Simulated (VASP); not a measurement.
# BaZrO3 (Pm-3m) in VASP: further runs, part 2 of 3

VASP 6.6.1.

## Step 4: Single point, r2SCAN

This run uses another cell than the first one, of 14.87 Å³/atom, 1.024 times its volume.

Input file POSCAR:

```
BaZrO3
1.0
    4.2051719888      0.0000000000      0.0000000000
    0.0000000000      4.2051719888      0.0000000000
    0.0000000000      0.0000000000      4.2051719888
Ba Zr O
1 1 3
Direct
    0.0000000000      0.0000000000      0.0000000000
    0.5000000000      0.5000000000      0.5000000000
    0.0000000000      0.5000000000      0.5000000000
    0.5000000000      0.0000000000      0.5000000000
    0.5000000000      0.5000000000      0.0000000000
```

Input file INCAR.step1:

```
ALGO = Normal ; EDIFF = 1E-4
ENCUT = 520 ; GGA = PE
ISMEAR = 0 ; LASPH = True
LCHARG = False ; LREAL = False
LWAVE = True ; NBANDS = 28
NELM = 60 ; PREC = Accurate
SIGMA = 0.01
```

Input file INCAR.step2:

```
ALGO = Normal ; EDIFF = 1E-6
ENCUT = 520 ; ISIF = 2
ISMEAR = 0 ; ISTART = 1
LASPH = True ; LCHARG = False
LMIXTAU = True ; LREAL = False
LWAVE = False ; METAGGA = R2SCAN
NBANDS = 28 ; NELM = 60
PREC = Accurate ; SIGMA = 0.01
```

Input file KPOINTS:

```
k-points
0
Gamma
  6 6 6
```

Potentials or basis: VASP PAW PBE potentials, release 64 (Ba_sv, Zr_sv, O).

Run with:

```console
$ cat potpaw_PBE.64/Ba_sv/POTCAR potpaw_PBE.64/Zr_sv/POTCAR potpaw_PBE.64/O/POTCAR > POTCAR
$ cp INCAR.step1 INCAR
$ mpirun -np 1 vasp_std > vasp.out
$ cp INCAR.step2 INCAR
$ mpirun -np 1 vasp_std > vasp.out
```

OUTCAR:

```text
EDIFF = 1E-6
   ENCUT = 520
   ISIF = 2
   ISMEAR = 0
   ISTART = 1
   LASPH = True
   LREAL = False
   METAGGA = R2SCAN
   NELM = 60
   PREC = Accurate

 ion  position               nearest neighbor table
   1  0.000  0.000  0.000-   3 2.97   4 2.97   5 2.97   3 2.97   4 2.97   3 2.97   5 2.97   3 2.97
                             4 2.97   5 2.97   4 2.97   5 2.97   2 3.64   2 3.64   2 3.64   2 3.64
   2  0.500  0.500  0.500-   3 2.10   4 2.10   5 2.10   5 2.10   4 2.10   3 2.10   1 3.64   1 3.64
                             1 3.64   1 3.64   1 3.64   1 3.64   1 3.64   1 3.64
   3  0.000  0.500  0.500-   2 2.10   2 2.10   1 2.97   1 2.97   1 2.97   1 2.97
   4  0.500  0.000  0.500-   2 2.10   2 2.10   1 2.97   1 2.97   1 2.97   1 2.97
   5  0.500  0.500  0.000-   2 2.10   2 2.10   1 2.97   1 2.97   1 2.97   1 2.97

  LATTYP: Found a simple cubic cell.
 ALAT       =     4.2051719888

  Lattice vectors:

 A1 = (   4.2051719888,   0.0000000000,   0.0000000000)
 A2 = (   0.0000000000,   4.2051719888,   0.0000000000)
 A3 = (   0.0000000000,   0.0000000000,   4.2051719888)

Analysis of symmetry for initial positions (statically):
=====================================================================
 Subroutine PRICEL returns:
 Original cell was already a primitive cell.

 Routine SETGRP: Setting up the symmetry group for a
 simple cubic supercell.

 Subroutine GETGRP returns: Found 48 space group operations
[... 9 lines left out ...]

 Routine SETGRP: Setting up the symmetry group for a
 simple cubic supercell.

 Subroutine GETGRP returns: Found 48 space group operations
[... 11 lines left out ...]
                                     Primitive cell

  volume of cell :      74.3620

  direct lattice vectors                    reciprocal lattice vectors
     4.205171989  0.000000000  0.000000000     0.237802402  0.000000000  0.000000000
     0.000000000  4.205171989  0.000000000     0.000000000  0.237802402  0.000000000
     0.000000000  0.000000000  4.205171989     0.000000000  0.000000000  0.237802402

  length of vectors
     4.205171989  4.205171989  4.205171989     0.237802402  0.237802402  0.237802402

  position of ions in fractional coordinates (direct lattice)
     0.000000000  0.000000000  0.000000000
     0.500000000  0.500000000  0.500000000
     0.000000000  0.500000000  0.500000000
     0.500000000  0.000000000  0.500000000
     0.500000000  0.500000000  0.000000000

  ion indices of the primitive-cell ions
   primitive index   ion index
                 1           1
                 2           2
                 3           3
                 4           4
                 5           5

----------------------------------------------------------------------------------------

 KPOINTS: k-points

Automatic generation of k-mesh.
 Grid dimensions read from file:
 generate k-points for:    6    6    6

 Generating k-lattice:

  Cartesian coordinates                     Fractional coordinates (reciprocal lattice)
     0.039633734  0.000000000  0.000000000     0.166666667  0.000000000  0.000000000
     0.000000000  0.039633734  0.000000000     0.000000000  0.166666667  0.000000000
     0.000000000  0.000000000  0.039633734     0.000000000  0.000000000  0.166666667

  Length of vectors
     0.039633734  0.039633734  0.039633734

  Shift w.r.t. Gamma in fractional coordinates (k-lattice)
     0.000000000  0.000000000  0.000000000

 Subroutine IBZKPT returns following result:
 ===========================================

 Found     20 irreducible k-points:

 Following reciprocal coordinates:
            Coordinates               Weight
  0.000000  0.000000  0.000000      1.000000
  0.166667  0.000000  0.000000      6.000000
  0.333333  0.000000  0.000000      6.000000
  0.500000  0.000000  0.000000      3.000000
  0.166667  0.166667  0.000000     12.000000
  0.333333  0.166667  0.000000     24.000000
[... 12 lines left out ...]
  0.500000  0.500000  0.333333      6.000000
  0.500000  0.500000  0.500000      1.000000
   k-points           NKPTS =     20   k-points in BZ     NKDIM =     20   number of bands    NBANDS=     28
   number of dos      NEDOS =    301   number of ions     NIONS =      5
   total plane-waves  NPLWV =  32768
   dimension x,y,z NGX =    32 NGY =   32 NGZ =   32
   dimension x,y,z NGXF=    64 NGYF=   64 NGZF=   64
   ions per type =               1   1   3
   NGX,Y,Z   is equivalent  to a cutoff of  12.65, 12.65, 12.65 a.u.
   NGXF,Y,Z  is equivalent  to a cutoff of  25.30, 25.30, 25.30 a.u.
 SYSTEM =  unknown system
   PREC   = accura    normal or accurate (medium, high low for compatibility)
   ISTART =      1    job   : 0-new  1-cont  2-samecut
   ICHARG =      0    charge: 1-file 2-atom 10-const
   ISPIN  =      1    spin polarized calculation?
   LNONCOLLINEAR =      F non collinear calculations
   LSORBIT =      F    spin-orbit coupling
   LASPH  =      T    aspherical Exc in radial PAW
   ENCUT  =  520.0 eV  38.22 Ry    6.18 a.u.   7.82  7.82  7.82*2*pi/ulx,y,z
   NELM   =     60;   NELMIN=  2; NELMDL=  0     # of ELM steps
   EDIFF  = 0.1E-05   stopping-criterion for ELM
   LREAL  =      F    real-space projection
   EDIFFG = 0.1E-04   stopping-criterion for IOM
   NSW    =      0    number of steps for IOM
   IBRION =     -1    ionic relax: 0-MD 1-quasi-New 2-CG
   NFREE  =      0    steps in history (QN), initial steepest desc. (CG)
   ISIF   =      2    stress and relaxation
   ISYM   =      2    0-nonsym 1-usesym 2-fastsym
   POTIM  = 0.5000    time-step for ionic-motion
   TEBEG  =    0.0;   TEEND  =   0.0 temperature during run
   PSTRESS=    0.0 pullay stress
   NELECT =      40.0000    total number of electrons
   NUPDOWN=      -1.0000    fix difference up-down
   EMIN   =  10.00;   EMAX   =-10.00  energy-range for DOS
   EFERMI =   0.00;   METHOD = LEGACY
   ISMEAR =     0;   SIGMA  =   0.01  broadening in eV -4-tet -1-fermi 0-gaus
   EFERMI_NEDOS =   21; number of points for ismear=-14 and -15
   IALGO  =     38    algorithm
   IMIX   =      4    mixing-type and parameters
     AMIX     =   0.40;   BMIX     =  1.00
     AMIX_MAG =   1.60;   BMIX_MAG =  1.00
  volume/ion in A,a.u.               =      14.87       100.36
  Fermi-wavevector in a.u.,A,eV,Ry     =   1.331408  2.515996 24.118319  1.772646
  Thomas-Fermi vector in A             =   2.460421
   LORBIT       =      0    0 simple, 1 ext, 2 COOP (PROOUT), +10 PAW based schemes
   METAGGA = R2SCAN    functional components
   LHFCALC =     F    Hartree Fock is set to
   AEXX    =    0.0000 exact exchange contribution
   IVDW    =     0    specifies the selected vdW correction
   LEPSILON=     F    determine dielectric tensor
   LRPA    =     F    only Hartree local field effects (RPA)
 non-spin polarized calculation
 Gauss-broadening in eV      SIGMA  =   0.01
  energy-cutoff  :      520.00
  volume of cell :       74.36
 maximum number of plane-waves:      2016
 NGX is ok and might be reduce to    32
   NGX = 15   NGY = 15   NGZ = 15

 number of electron      39.9999994 magnetization

 Free energy of the ion-electron system (eV)
  ---------------------------------------------------
  ext. energy  EPLUGINS =         0.00000000
  ---------------------------------------------------
  free energy    TOTEN  =       -85.10553458 eV

  energy without entropy =      -85.10553458  energy(sigma->0) =      -85.10553458

 E-fermi :   3.5590     XC(G=0): -11.3370

 val. band max:        3.4148682910   @ k =   0.5000   0.5000   0.5000
 cond. band min:       7.0934063182   @ k =   0.0000   0.0000   0.0000
 fundamental gap:      3.6785380272
 Fermi energy:         3.5590250059

 k-point     1 :       0.0000    0.0000    0.0000
  band No.  band energies     occupation
      1     -45.1599      2.00000
      2     -22.6136      2.00000
      3     -22.5896      2.00000
      4     -22.5896      2.00000
      5     -22.5896      2.00000
      6     -13.9110      2.00000
[... 20 lines left out ...]
     27      11.2834      0.00000
     28      11.2834      0.00000
[... 559 lines left out ...]
 k-point    20 :       0.5000    0.5000    0.5000
  band No.  band energies     occupation
      1     -45.1492      2.00000
      2     -22.8479      2.00000
      3     -22.8479      2.00000
      4     -22.8479      2.00000
      5     -22.4842      2.00000
      6     -12.7044      2.00000
[... 20 lines left out ...]
     27      13.0932      0.00000
     28      13.0932      0.00000

------------------------ aborting loop because EDIFF is reached ----------------------------------------

  FORCE on cell =-STRESS in cart. coord.  units (eV):
  Direction    XX          YY          ZZ          XY          YZ          ZX
  --------------------------------------------------------------------------------------
  -------------------------------------------------------------------------------------
  Total        0.4697735      0.4697735      0.4697735     -0.0000000      0.0000000     -0.0000000
  in kB       10.1215691     10.1215691     10.1215691     -0.0000000      0.0000000     -0.0000000
  external PRESSURE =      10.1215691 kB  Pullay stress =       0.0000000 kB

 VOLUME and BASIS-vectors are now :
 -----------------------------------------------------------------------------
  energy-cutoff  :      520.00
  volume of cell :       74.36
      direct lattice vectors                 reciprocal lattice vectors
     4.205171989  0.000000000  0.000000000     0.237802402  0.000000000  0.000000000
     0.000000000  4.205171989  0.000000000     0.000000000  0.237802402  0.000000000
     0.000000000  0.000000000  4.205171989     0.000000000  0.000000000  0.237802402

 POSITION                                       TOTAL-FORCE (eV/Angst)
 -----------------------------------------------------------------------------------
      0.00000      0.00000      0.00000         0.000000      0.000000      0.000000
      2.10259      2.10259      2.10259         0.000000      0.000000      0.000000
      0.00000      2.10259      2.10259         0.000000      0.000000      0.000000
      2.10259      0.00000      2.10259         0.000000      0.000000      0.000000
      2.10259      2.10259      0.00000         0.000000      0.000000      0.000000
 -----------------------------------------------------------------------------------
    total drift:                                0.000000     -0.000000     -0.000000

  FREE ENERGIE OF THE ION-ELECTRON SYSTEM (eV)
  ---------------------------------------------------
  free  energy   TOTEN  =       -85.1055345812 eV

  energy  without entropy=      -85.1055345812  energy(sigma->0) =      -85.10553458
```

Wall time 52 s (1 thread of Intel Xeon 6975P-C (Granite Rapids), shared host); peak memory 0.21 GiB.

Results:

```
Free energy            : -85.1055 eV
Pressure               : 1.0 GPa
Band gap on the k mesh : 3.68 eV, indirect (least direct gap 3.93 eV)
```

Caveat: the PAW data sets were made with another functional, which shifts forces and pressure a little; spin-orbit coupling is left out, which moves the levels of the heavy elements.

## Step 5: Single point, r2SCAN

This run uses another cell than the first one, of 15.06 Å³/atom, 1.037 times its volume.

Changes to POSCAR since step 4:

```diff
@@ -2,5 +2,5 @@
 1.0
-    4.2051719888      0.0000000000      0.0000000000
-    0.0000000000      4.2051719888      0.0000000000
-    0.0000000000      0.0000000000      4.2051719888
+    4.2229433276      0.0000000000      0.0000000000
+    0.0000000000      4.2229433276      0.0000000000
+    0.0000000000      0.0000000000      4.2229433276
 Ba Zr O
```

Input file INCAR.step1:

```
  ALGO = Normal
  EDIFF = 1E-4
  ENCUT = 520
  GGA = PE
  ISMEAR = 0
  LASPH = T
  LCHARG = F
  LREAL = F
  LWAVE = T
  NBANDS = 28
  NELM = 80
  PREC = Accurate
  SIGMA = 0.01
```

Input file INCAR.step2:

```
  ALGO = Normal
  EDIFF = 1E-7
  ENCUT = 520
  ISIF = 2
  ISMEAR = 0
  ISTART = 1
  LASPH = T
  LCHARG = F
  LMIXTAU = T
  LREAL = F
  LWAVE = F
  METAGGA = R2SCAN
  NBANDS = 28
  NELM = 80
  PREC = Accurate
  SIGMA = 0.01
```

KPOINTS is that of step 4.

Run with:

```console
$ cat potpaw_PBE.64/Ba_sv/POTCAR potpaw_PBE.64/Zr_sv/POTCAR potpaw_PBE.64/O/POTCAR > POTCAR
$ cp INCAR.step1 INCAR
$ mpirun -np 1 vasp_std > vasp.out
$ cp INCAR.step2 INCAR
$ mpirun -np 1 vasp_std > vasp.out
```

Wall time 58 s (1 thread of Intel Xeon 6975P-C (Granite Rapids), shared host); peak memory 0.21 GiB.

It converged, with:

```
Free energy            : -85.1065 eV
Pressure               : -1.0 GPa
Band gap on the k mesh : 3.65 eV, indirect (least direct gap 3.91 eV)
```

Levels at points of the mesh, in eV from the valence-band top:
```tsv
k point	band 16	band 17	band 18	band 19	band 20	band 21	band 22	band 23	band 24	band 25
(0.00, 0.00, 0.00)	-0.98	-0.98	-0.27	-0.27	-0.27	3.65	3.65	3.65	5.14	5.14
(0.50, 0.00, 0.00)	-1.70	-1.70	-1.63	-0.51	-0.51	4.07	6.07	6.07	6.88	7.18
(0.50, 0.50, 0.00)	-2.32	-0.95	-0.95	-0.88	-0.07	6.04	6.04	6.85	7.00	8.13
(0.50, 0.50, 0.50)	-2.54	-2.54	0.00	0.00	0.00	6.53	6.53	6.53	7.34	7.34
```

Caveat: the PAW data sets were made with another functional, which shifts forces and pressure a little; spin-orbit coupling is left out, which moves the levels of the heavy elements. r2SCAN opens gaps a little over a GGA but as a rule still falls short of measured ones.

(Continued in part 3 of 3.)
